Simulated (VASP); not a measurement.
# KLaYNbO6: single point with PBE

KLaYNbO6:

```
K La Y Nb O
1.0
     0.00000    4.21013    4.21013
     4.21013    0.00000    4.21013
     4.21013    4.21013    0.00000
K La Y Nb O
1 1 1 1 6
Cartesian
  6.3152 6.3152 6.3152
  2.1051 2.1051 2.1051
  4.2101 4.2101 4.2101
  0.0000 0.0000 0.0000
  2.0015 4.2101 4.2101
  6.4188 4.2101 4.2101
  4.2101 4.2101 6.4188
  4.2101 4.2101 2.0015
  4.2101 2.0015 4.2101
  4.2101 6.4188 4.2101
```

```json
{
 "Program": "VASP 6.6.1",
 "Task": "single point",
 "Functional": "PBE",
 "Potentials or basis": "VASP PAW PBE potentials, release 64 (K_sv, La, Y_sv, Nb_sv, O)",
 "Cutoff": "520 eV",
 "k mesh": "4 × 4 × 4",
 "Occupations": "gaussian, width 0.01 eV",
 "Spin": "no spin polarisation",
 "Dipole correction": "no",
 "Further INCAR settings": "ALGO = Normal; EDIFF = 1e-06; NBANDS = 51"
}
```

* Pressure: -2.7 GPa
* Largest force: 0.318 eV/Å
* Band gap on the k mesh: 2.22 eV, indirect (least direct gap 2.26 eV)

Forces on the atoms (eV/Å):
```
K    0.000  0.000  0.000
La   0.000  0.000  0.000
Y    0.000  0.000  0.000
Nb   0.000  0.000  0.000
O   -0.318  0.000  0.000
O    0.318  0.000  0.000
O    0.000  0.000  0.318
O    0.000  0.000 -0.318
O    0.000 -0.318  0.000
O    0.000  0.318  0.000
```

Levels at points of the mesh, in eV from the valence-band top:
| k point | band 38 | band 39 | band 40 | band 41 | band 42 | band 43 |
| --- | --- | --- | --- | --- | --- | --- |
| (0.00, 0.00, 0.00) | 0.00 | 0.00 | 0.00 | 2.45 | 2.45 | 2.45 |
| (0.50, 0.00, 0.00) | -0.53 | -0.53 | -0.27 | 2.36 | 2.41 | 2.41 |
| (0.50, 0.50, 0.00) | -0.49 | -0.49 | -0.03 | 2.22 | 2.40 | 2.41 |

It took 2.2 min on 1 thread of AMD EPYC 7R13 Processor (Zen 3), with other jobs on the host, peak memory 0.36 GiB.

Caveat: spin-orbit coupling is left out, which moves the levels of the heavy elements. A k mesh can miss the band edges.
